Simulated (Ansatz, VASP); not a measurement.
One calculation of GaAs, two programs

File INCAR:

```
PREC = Accurate
ENCUT = 520
EDIFF = 1E-6
ISMEAR = 0
SIGMA = 0.05
LREAL = False
LASPH = True
NELM = 60
ALGO = Normal
ISIF = 2
LWAVE = False
LCHARG = True
GGA = PE
LELF = True
LVHAR = True
NBANDS = 16
```

KPOINTS

```
regular mesh
0
Gamma
  10 10 10
```

File POSCAR:

```
GaAs
1.0
    0.0000000000      2.6855075000      2.7561787500
    2.6855075000      0.0000000000      2.7561787500
    2.6855075000      2.6855075000      0.0000000000
Ga As
1 1
Direct
    0.0000000000      0.0000000000      0.0000000000
    0.7500000000      0.7500000000      0.7500000000
```

Input for Ansatz:

```yaml
crystal:
  lattice:
    - [0.0, 2.6855075, 2.75617875]
    - [2.6855075, 0.0, 2.75617875]
    - [2.6855075, 2.6855075, 0.0]
  atoms:
    - { symbol: Ga, position: [0.0, 0.0, 0.0] }
    - { symbol: As, position: [0.75, 0.75, 0.75] }
basis:
  ecutwfc: 420
kpoints:
  mp_grid: { grid: [10, 10, 10] }
hamiltonian:
  xc: pbe
scf:
  occupations: { method: gaussian, width: 0.05 }
output:
  forces: true
  stress: true
  eigenvalues: true
```

Change from the starting cell: strain -0.050 along x and y, -0.025 along z, atoms carried along.

Alike in both runs: task single point; functional PBE; k mesh 10 × 10 × 10; occupations gaussian, width 0.05 eV; no spin polarisation.

|  | VASP | Ansatz |
| --- | --- | --- |
| version | VASP 6.6.1 | Ansatz 0.2.0 |
| potentials or method | VASP PAW PBE potentials, release 64 (Ga_d, As), cutoff 520 eV | scalar-relativistic, plane waves, PAW |
| valence electrons in the cell | 18 | 28 |

Ansatz gave:

* gap on the k mesh at the Fermi level (eV): 1.08
* least direct gap on the mesh (eV): 1.45
* pressure (GPa): 16.1
* traceless stress, the component that is largest in VASP (GPa): -1.06

Problem. What did VASP give for the same quantities?

Solution. gap on the k mesh at the Fermi level (eV): 1.07; least direct gap on the mesh (eV): 1.46; pressure (GPa): 16.4; traceless stress, the component that is largest in VASP (GPa): -1.06.

With one functional, cell and mesh, what is left measures potentials, basis and numerics. VASP's potentials hold 18 valence electrons a cell and Ansatz's 28, so a difference there can come from the potentials and not from the codes.
